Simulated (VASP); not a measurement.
# SnO2 (Cassiterite) (P4_2/mnm) in VASP: further runs

SnO2 (Cassiterite) is run at these levels: PBE; tasks: relaxation of the atoms, single point.

All numbers are computed with VASP 6.6.1; they aren't measurements. Logs are shortened: lines on timing, memory, paths and dates and some standing lists are left out, and cuts for length are marked.

### Step 1. The cell of the first run

The structure is tetragonal, space group P4_2/mnm (No. 136). Conventional cell: a = 4.738 Å, b = 4.738 Å, c = 3.187 Å, α = 90.00°, β = 90.00°, γ = 90.00°. Sn (site symmetry mmm) has 6 O at 2.05 to 2.06 Å within 2.7 Å. Within 2.7 Å of O (site symmetry m2m) lie 3 Sn at 2.05 to 2.06 Å and 1 O at 2.59 Å.

### Step 2. Relaxation of the atoms, PBE

The input, INCAR:

```
SYSTEM = SnO2
PREC = Accurate ; ENCUT = 520
EDIFF = 1E-6 ; ISMEAR = -1
SIGMA = 0.02 ; LREAL = .False.
LASPH = .True. ; NELM = 80
ALGO = Normal ; ISIF = 2
LWAVE = .False. ; LCHARG = .False.
GGA = PE ; IBRION = 2
NSW = 80 ; EDIFFG = -0.02
```

The input, KPOINTS:

```
regular mesh
0
Gamma
  7 7 9
  0 0 0
```

The input, POSCAR:

```
SnO2
1.0
    4.7380000000      0.0000000000      0.0000000000
    0.0000000000      4.7380000000      0.0000000000
    0.0000000000      0.0000000000      3.1865000000
Sn O
2 4
Direct
    0.0000000000      0.0000000000      0.0000000000
    0.5000000000      0.5000000000      0.5000000000
    0.3071000000      0.3071000000      0.0000000000
    0.1929000000      0.8071000000      0.5000000000
    0.6929000000      0.6929000000      0.0000000000
    0.8071000000      0.1929000000      0.5000000000
```

Potentials or basis: VASP PAW PBE potentials, release 64 (Sn_d, O).

Run with:

```sh
cat potpaw_PBE.64/Sn_d/POTCAR potpaw_PBE.64/O/POTCAR > POTCAR
mpirun -np 1 vasp_std > vasp.out
```

OUTCAR:

```text
SYSTEM = SnO2
   PREC = Accurate
   ENCUT = 520
   EDIFF = 1E-6
   ISMEAR = -1
   LREAL = .False.
   LASPH = .True.
   NELM = 80
   ISIF = 2
   GGA = PE
   IBRION = 2
   NSW = 80
   EDIFFG = -0.02

 ion  position               nearest neighbor table
   1  0.000  0.000  0.000-   4 2.05   6 2.05   4 2.05   6 2.05   5 2.06   3 2.06   2 3.71   2 3.71
                             2 3.71   2 3.71   2 3.71   2 3.71   2 3.71   2 3.71
   2  0.500  0.500  0.500-   3 2.05   5 2.05   3 2.05   5 2.05   4 2.06   6 2.06   1 3.71   1 3.71
                             1 3.71   1 3.71   1 3.71   1 3.71   1 3.71   1 3.71
   3  0.307  0.307  0.000-   2 2.05   2 2.05   1 2.06
   4  0.193  0.807  0.500-   1 2.05   1 2.05   2 2.06
   5  0.693  0.693  0.000-   2 2.05   2 2.05   1 2.06
   6  0.807  0.193  0.500-   1 2.05   1 2.05   2 2.06

  LATTYP: Found a simple tetragonal cell.
 ALAT       =     4.7380000000
 C/A-ratio  =     0.6725411566

  Lattice vectors:

 A1 = (   4.7380000000,   0.0000000000,   0.0000000000)
 A2 = (   0.0000000000,   4.7380000000,   0.0000000000)
 A3 = (   0.0000000000,   0.0000000000,   3.1865000000)

Analysis of symmetry for initial positions (statically):
=====================================================================
 Subroutine PRICEL returns:
 Original cell was already a primitive cell.

 Routine SETGRP: Setting up the symmetry group for a
 simple tetragonal supercell.

 Subroutine GETGRP returns: Found 16 space group operations
 (whereof  8 operations were pure point group operations)
 out of a pool of 16 trial point group operations.

The static configuration has the point symmetry D_2h.
 The point group associated with its full space group is D_4h.

Analysis of symmetry for dynamics (positions and initial velocities):
=====================================================================
 Subroutine PRICEL returns:
 Original cell was already a primitive cell.

 Routine SETGRP: Setting up the symmetry group for a
 simple tetragonal supercell.

 Subroutine GETGRP returns: Found 16 space group operations
 (whereof  8 operations were pure point group operations)
 out of a pool of 16 trial point group operations.

The dynamic configuration has the point symmetry D_2h.
 The point group associated with its full space group is D_4h.

 Subroutine INISYM returns: Found 16 space group operations
 (whereof  8 operations are pure point group operations),
 and found     1 'primitive' translations

----------------------------------------------------------------------------------------

                                     Primitive cell

  volume of cell :      71.5326

  direct lattice vectors                    reciprocal lattice vectors
     4.738000000  0.000000000  0.000000000     0.211059519  0.000000000  0.000000000
     0.000000000  4.738000000  0.000000000     0.000000000  0.211059519  0.000000000
     0.000000000  0.000000000  3.186500000     0.000000000  0.000000000  0.313823945

  length of vectors
     4.738000000  4.738000000  3.186500000     0.211059519  0.211059519  0.313823945

  position of ions in fractional coordinates (direct lattice)
     0.000000000  0.000000000  0.000000000
     0.500000000  0.500000000  0.500000000
     0.307100000  0.307100000  0.000000000
     0.192900000  0.807100000  0.500000000
     0.692900000  0.692900000  0.000000000
     0.807100000  0.192900000  0.500000000

  ion indices of the primitive-cell ions
   primitive index   ion index
                 1           1
                 2           2
                 3           3
                 4           4
                 5           5
                 6           6

----------------------------------------------------------------------------------------

 KPOINTS: regular mesh

Automatic generation of k-mesh.
 Grid dimensions read from file:
 generate k-points for:    7    7    9

 Generating k-lattice:

  Cartesian coordinates                     Fractional coordinates (reciprocal lattice)
     0.030151360  0.000000000  0.000000000     0.142857143  0.000000000  0.000000000
     0.000000000  0.030151360  0.000000000     0.000000000  0.142857143  0.000000000
     0.000000000  0.000000000  0.034869327     0.000000000  0.000000000  0.111111111

  Length of vectors
     0.030151360  0.030151360  0.034869327

  Shift w.r.t. Gamma in fractional coordinates (k-lattice)
     0.000000000  0.000000000  0.000000000

 Subroutine IBZKPT returns following result:
 ===========================================

 Found     50 irreducible k-points:

 Following reciprocal coordinates:
            Coordinates               Weight
  0.000000  0.000000  0.000000      1.000000
  0.142857  0.000000  0.000000      4.000000
  0.285714  0.000000  0.000000      4.000000
  0.428571  0.000000  0.000000      4.000000
  0.142857  0.142857  0.000000      4.000000
  0.285714  0.142857  0.000000      8.000000
[... 16 lines left out ...]
  0.285714  0.000000  0.222222      8.000000
  0.428571  0.000000  0.222222      8.000000
 [... further k-points ...]
   k-points           NKPTS =     50   k-points in BZ     NKDIM =     50   number of bands    NBANDS=     31
   number of dos      NEDOS =    301   number of ions     NIONS =      6
   total plane-waves  NPLWV =  31104
   dimension x,y,z NGX =    36 NGY =   36 NGZ =   24
   dimension x,y,z NGXF=    72 NGYF=   72 NGZF=   48
   ions per type =               2   4
   NGX,Y,Z   is equivalent  to a cutoff of  12.63, 12.63, 12.52 a.u.
   NGXF,Y,Z  is equivalent  to a cutoff of  25.26, 25.26, 25.04 a.u.
 SYSTEM =  SnO2
   PREC   = accura    normal or accurate (medium, high low for compatibility)
   ISTART =      0    job   : 0-new  1-cont  2-samecut
   ICHARG =      2    charge: 1-file 2-atom 10-const
   ISPIN  =      1    spin polarized calculation?
   LNONCOLLINEAR =      F non collinear calculations
   LSORBIT =      F    spin-orbit coupling
   LASPH  =      T    aspherical Exc in radial PAW
   ENCUT  =  520.0 eV  38.22 Ry    6.18 a.u.   8.81  8.81  5.92*2*pi/ulx,y,z
   NELM   =     80;   NELMIN=  2; NELMDL= -5     # of ELM steps
   EDIFF  = 0.1E-05   stopping-criterion for ELM
   LREAL  =      F    real-space projection
   EDIFFG = -.2E-01   stopping-criterion for IOM
   NSW    =     80    number of steps for IOM
   IBRION =      2    ionic relax: 0-MD 1-quasi-New 2-CG
   NFREE  =      1    steps in history (QN), initial steepest desc. (CG)
   ISIF   =      2    stress and relaxation
   ISYM   =      2    0-nonsym 1-usesym 2-fastsym
   POTIM  = 0.5000    time-step for ionic-motion
   TEBEG  =    0.0;   TEEND  =   0.0 temperature during run
   PSTRESS=    0.0 pullay stress
   NELECT =      52.0000    total number of electrons
   NUPDOWN=      -1.0000    fix difference up-down
   EMIN   =  10.00;   EMAX   =-10.00  energy-range for DOS
   EFERMI =   0.00;   METHOD = LEGACY
   ISMEAR =    -1;   SIGMA  =   0.02  broadening in eV -4-tet -1-fermi 0-gaus
   EFERMI_NEDOS =   21; number of points for ismear=-14 and -15
   IALGO  =     38    algorithm
   IMIX   =      4    mixing-type and parameters
     AMIX     =   0.40;   BMIX     =  1.00
     AMIX_MAG =   1.60;   BMIX_MAG =  1.00
  volume/ion in A,a.u.               =      11.92        80.45
  Fermi-wavevector in a.u.,A,eV,Ry     =   1.472000  2.781677 29.480903  2.166785
  Thomas-Fermi vector in A             =   2.587068
   LORBIT       =      0    0 simple, 1 ext, 2 COOP (PROOUT), +10 PAW based schemes
   GGA     = PE    functional components
   LHFCALC =     F    Hartree Fock is set to
   AEXX    =    0.0000 exact exchange contribution
   IVDW    =     0    specifies the selected vdW correction
   LEPSILON=     F    determine dielectric tensor
   LRPA    =     F    only Hartree local field effects (RPA)
 conjugate gradient relaxation of ions
 non-spin polarized calculation
  energy-cutoff  :      520.00
  volume of cell :       71.53
 maximum number of plane-waves:      1947
 NGX is ok and might be reduce to    36
   NGX = 17   NGY = 17   NGZ = 11

--------------------------------------- Ionic step        1  -------------------------------------------

 number of electron      51.9999993 magnetization

 Free energy of the ion-electron system (eV)
  ---------------------------------------------------
  ext. energy  EPLUGINS =         0.00000000
  ---------------------------------------------------
  free energy    TOTEN  =       -37.15953453 eV

  energy without entropy =      -37.15953453  energy(sigma->0) =      -37.15953453

------------------------ aborting loop because EDIFF is reached ----------------------------------------

  FORCE on cell =-STRESS in cart. coord.  units (eV):
  Direction    XX          YY          ZZ          XY          YZ          ZX
  --------------------------------------------------------------------------------------
  -------------------------------------------------------------------------------------
  Total        4.7824213      4.7824213      6.2557628      0.0000000      0.0000000      0.0000000
  in kB      107.1160078    107.1160078    140.1157060      0.0000000      0.0000000      0.0000000
  external PRESSURE =     118.1159072 kB  Pullay stress =       0.0000000 kB
[... 65 lines left out ...]
  energy  without entropy=      -37.1663637862  energy(sigma->0) =      -37.16636379

--------------------------------------- Ionic step        3  -------------------------------------------

 number of electron      51.9999990 magnetization

 Free energy of the ion-electron system (eV)
  ---------------------------------------------------
  ext. energy  EPLUGINS =         0.00000000
  ---------------------------------------------------
  free energy    TOTEN  =       -37.16659323 eV

  energy without entropy =      -37.16659323  energy(sigma->0) =      -37.16659323

 E-fermi :   6.5161     XC(G=0): -11.2605

 val. band max:        6.1501982254   @ k =   0.0000   0.0000   0.0000
 cond. band min:       7.3832776146   @ k =   0.0000   0.0000   0.0000
 fundamental gap:      1.2330793892
 Fermi energy:         6.5161418345

 k-point     1 :       0.0000    0.0000    0.0000
  band No.  band energies     occupation
      1     -14.9687      2.00000
      2     -14.1647      2.00000
      3     -13.9128      2.00000
      4     -13.8843      2.00000
      5     -13.8843      2.00000
      6     -13.8245      2.00000
[... 805 lines left out ...]
     30      14.7107      0.00000
     31      15.5729      0.00000

 [... further k-points ...]
[... 5 lines left out ...]
  --------------------------------------------------------------------------------------
  -------------------------------------------------------------------------------------
  Total        4.7205135      4.7205135      5.8321348     -0.0000000      0.0000000      0.0000000
  in kB      105.7294047    105.7294047    130.6273446     -0.0000000      0.0000000      0.0000000
  external PRESSURE =     114.0287180 kB  Pullay stress =       0.0000000 kB
[... 21 lines left out ...]
  FREE ENERGIE OF THE ION-ELECTRON SYSTEM (eV)
  ---------------------------------------------------
  free  energy   TOTEN  =       -37.1665932302 eV

  energy  without entropy=      -37.1665932302  energy(sigma->0) =      -37.16659323

 reached required accuracy - stopping structural energy minimisation
```

Run time: 4.6 min. Hardware: 1 thread of Intel Xeon 8259CL, shared host; peak memory 0.23 GiB.

What came out:

```yaml
Free_energy: -37.1666 eV
Energy_gained_by_relaxing: 1.2 meV/atom
Ionic_steps: 3
Pressure_after_relaxing: 11.4 GPa
Band_gap_on_the_k_mesh: 1.23 eV, direct
```

Step by step:
| step | energy change (eV) | largest force (eV/Å) | pressure (GPa) |
| --- | --- | --- | --- |
| 1 | 0.0000 | 0.2945 | 11.81 |
| 2 | -0.0068 | 0.0536 | 11.33 |
| 3 | -0.0071 | 0.0002 | 11.40 |

Final structure:
```
Sn O
1.0
     4.73800    0.00000    0.00000
     0.00000    4.73800    0.00000
     0.00000    0.00000    3.18650
Sn O
2 4
Cartesian
  0.0000 0.0000 0.0000
  2.3690 2.3690 1.5933
  1.4465 1.4465 0.0000
  0.9225 3.8155 1.5933
  3.2915 3.2915 0.0000
  3.8155 0.9225 1.5933
```

Levels at points of the mesh, in eV from the valence-band top:
```
           k point  band 22  band 23  band 24  band 25  band 26  band 27  band 28  band 29  band 30  band 31
(0.00, 0.00, 0.00)    -1.24    -1.24    -0.79    -0.79     0.00     1.23     6.21     6.32     6.32    10.42
```

Caveat: spin-orbit coupling is left out, which moves the levels of the heavy elements. As with any semilocal functional, this PBE gap is likely too small.

(Part 1 of 2 ends here.)
